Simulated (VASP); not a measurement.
**SnSe: single point with LDA**

The system is SnSe.

```
Sn Se
1.0
     0.00000    2.96366    2.96366
     2.96366    0.00000    2.96366
     2.96366    2.96366    0.00000
Sn Se
1 1
Direct
  0.00000 0.00000 0.00000
  0.50000 0.50000 0.50000
```

```yaml
Program: VASP 6.6.1
Task: single point
Functional: LDA
Potentials_or_basis: VASP PAW LDA potentials, release 64 (Sn_d, Se)
Cutoff: 520 eV
k_mesh: 8 × 8 × 8
Occupations: gaussian, width 0.01 eV
Spin: no spin polarisation
```

```yaml
Pressure: -0.9 GPa
Band_gap_on_the_k_mesh: 0.76 eV, indirect (least direct gap 0.83 eV)
```

Levels at points of the mesh, in eV from the valence-band top:
```csv
k point,band 7,band 8,band 9,band 10,band 11,band 12,band 13,band 14
"(0.00, 0.00, 0.00)",-4.90,-2.17,-2.17,-2.17,4.52,4.52,4.52,5.94
"(0.50, 0.00, 0.00)",-8.22,-1.90,-1.90,0.00,0.83,1.29,1.29,8.42
"(0.50, 0.50, 0.00)",-5.99,-5.67,-3.72,-3.72,2.96,5.65,5.65,6.31
```

Run time: 17 s on 1 thread of Intel(R) Xeon(R) Platinum 8375C CPU @ 2.90GHz (Ice Lake), on a shared host, peak memory 0.16 GiB.

Caveat: spin-orbit coupling is left out, which moves the levels of the heavy elements. A k mesh can miss the band edges.
